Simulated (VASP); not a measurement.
Write the native input for VASP 6.6.1 that does the following.

| Property | Result |
| --- | --- |
| Task | single point |
| Functional | PBEsol |
| Potentials or basis | VASP PAW PBE potentials, release 64 (Al, Cu) |
| Cutoff | 520 eV |
| k mesh | 12 × 12 × 12 |
| Occupations | gaussian, width 0.15 eV |
| Spin | no spin polarisation |
| Dipole correction | no |
| Further INCAR settings | ALGO = Fast; EDIFF = 1e-06; NBANDS = 18 |

The structure of Al3Cu lies in POSCAR:

```
Al3Cu
1.0
    3.8923537780      0.0000000000      0.0000000000
    0.0000000000      3.8923537780      0.0000000000
    0.0000000000      0.0000000000      3.8923537780
Al Cu
3 1
Direct
    0.0000000000      0.5000000000      0.5000000000
    0.5000000000      0.0000000000      0.5000000000
    0.5000000000      0.5000000000      0.0000000000
    0.0000000000      0.0000000000      0.0128456977
```

This cell differs from its parent crystal: atom 4 (Cu) moved +0.050 Å along Cartesian [0 0 1].

These files were run (other wordings do the same):

INCAR

```
SYSTEM = Al3Cu
  ALGO = Fast
  EDIFF = 1E-6
  ENCUT = 520
  GGA = PS
  ISIF = 2
  ISMEAR = 0
  LASPH = .True.
  LCHARG = .True.
  LELF = .True.
  LREAL = .False.
  LVHAR = .True.
  LWAVE = .False.
  NBANDS = 18
  NELM = 100
  PREC = Accurate
  SIGMA = 0.15
```

KPOINTS

```
k-points
0
Gamma
  12 12 12
  0 0 0
```

Potentials or basis: VASP PAW PBE potentials, release 64 (Al, Cu).

Run with:

```sh
$ cat potpaw_PBE.64/Al/POTCAR potpaw_PBE.64/Cu/POTCAR > POTCAR
$ mpirun -np 1 vasp_std > vasp.out
```

Results of the run:

```json
{
  "Pressure": "0.2 GPa",
  "Largest force": "0.095 eV/Å",
  "Band gap on the k mesh": "zero (bands 10 and 11 overlap by 4.10 eV)"
}
```

Caveat: the cell differs from its parent crystal (atom 4 (Cu) moved +0.050 Å along Cartesian [0 0 1]); the PAW data sets were made with another functional, which shifts forces and pressure a little.

It took 2.6 min on 1 thread of Intel(R) Xeon(R) Platinum 8488C (Sapphire Rapids), with other jobs on the host, peak memory 0.31 GiB.
